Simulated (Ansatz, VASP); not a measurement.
## SiC: VASP beside Ansatz

```
CELL_PARAMETERS angstrom
3.07756 0.00000 0.00000
-1.53878 2.66524 0.00000
0.00000 0.00000 10.07677
ATOMIC_POSITIONS crystal
Si 0.66667 0.33333 0.93784
Si 0.33333 0.66667 0.43784
Si 0.00000 0.00000 0.68789
Si 0.00000 0.00000 0.18789
C 0.66667 0.33333 0.74980
C 0.33333 0.66667 0.24980
C 0.00000 0.00000 0.50046
C 0.00000 0.00000 0.00046
```

Alike in both runs: functional r2SCAN; k mesh 14 × 14 × 4; no spin polarisation.

Ansatz relaxed the structure, and its values are those at the end. VASP's run is a single point on that final structure, the one shown.

```csv
,VASP,Ansatz
version,VASP 6.6.1,Ansatz 0.2.0
potentials or method,"VASP PAW PBE potentials, release 64 (Si, C)","scalar-relativistic, plane waves, PAW"
plane-wave cutoff (eV),520,500
occupations,"gaussian, width 0.01 eV",fixed
valence electrons in the cell,32,32
```

Ansatz gave:

- gap on the k mesh at the Fermi level (eV): 2.60
- least direct gap on the mesh (eV): 3.78
- pressure (GPa): 0.0

Which values does VASP return?

gap on the k mesh at the Fermi level (eV): 2.61; least direct gap on the mesh (eV): 3.79; pressure (GPa): -0.2.

VASP's potentials were made for PBE, not for r2SCAN.
